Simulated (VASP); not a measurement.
Runs of VASP 6.6.1 on B. The structure is that of space group P4/mmm (No. 123), or close to it. The cells are those of the table. 

| cell | k mesh | gap on the mesh (eV) | largest force (eV/Å) |
| --- | --- | --- | --- |
| a = 1.823, b = 1.823, c = 27.124 Å, 2 atoms | 30 × 30 × 1 | none | 0.01 |
| a = 1.842, b = 1.842, c = 27.124 Å, 2 atoms | 30 × 30 × 1 | none | 0.53 |
| a = 1.842, b = 1.842, c = 27.124 Å, 2 atoms | 8 × 8 × 1 | none | 0.02 |
| a = 2.130, b = 2.130, c = 16.000 Å, 2 atoms | 8 × 8 × 1 | none | (a) |

Alike in all rows: task single point; level PBE; potentials or basis VASP PAW PBE potentials, release 64 (B); no spin polarisation; cutoff (eV) 520; smearing gaussian 0.1 eV.

Q: Fill in the values left out.

A: (a) 1.16.

Caveats: some runs use coarse meshes.

A gap of «none» marks levels without a gap at the run's occupations.
